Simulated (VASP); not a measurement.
Wanted: the native input for a VASP 6.6.1 run.

```
Task                   : single point
Functional             : PBEsol
Potentials or basis    : VASP PAW PBE potentials, release 64 (Ni)
Cutoff                 : 520 eV
k mesh                 : 16 × 16 × 16
Occupations            : gaussian, width 0.05 eV
Spin                   : non-collinear spin, typed start, spin-orbit coupling
Starting moments       : [[0.0, 0.0, 0.7]] μB
Dipole correction      : no
Further INCAR settings : ALGO = Normal; EDIFF = 1e-06; NBANDS = 21
```

The structure of Ni lies in POSCAR:

```
Ni
1.0
    0.0000000000      1.7600025826      1.7600025826
    1.7600025826      0.0000000000      1.7600025826
    1.7600025826      1.7600025826      0.0000000000
Ni
1
Direct
    0.0000000000      0.0000000000      0.0000000000
```

One way to write it, as run:

INCAR

```
SYSTEM = Ni
ALGO = Normal ; EDIFF = 1E-6
ENCUT = 520 ; GGA = PS
GGA_COMPAT = .FALSE. ; ISIF = 2
ISMEAR = 0 ; LASPH = .TRUE.
LCHARG = .FALSE. ; LMAXMIX = 4
LORBIT = 11 ; LORBMOM = .TRUE.
LREAL = .FALSE. ; LSORBIT = .TRUE.
LWAVE = .FALSE. ; MAGMOM = 0 0 0.7
NBANDS = 21 ; NELM = 150
PREC = Accurate ; SIGMA = 0.05
```

KPOINTS

```
k-points
0
G
  16 16 16
  0 0 0
```

Potentials or basis: VASP PAW PBE potentials, release 64 (Ni).

The run is started by

```bash
$ cat potpaw_PBE.64/Ni/POTCAR > POTCAR
$ mpirun -np 1 vasp_ncl > vasp.out
```

Results of the run:

```
Pressure                                              : -10.2 GPa
Net moment                                            : 0.59 μB per cell
Valence electrons inside the program's atomic spheres : Ni 9.31
```

Caveat: the PAW data sets were made with another functional, which shifts forces and pressure a little.

It took 6.6 min on 1 thread of Intel(R) Xeon(R) Platinum 8488C (Sapphire Rapids), on a shared host, peak memory 0.3 GiB.
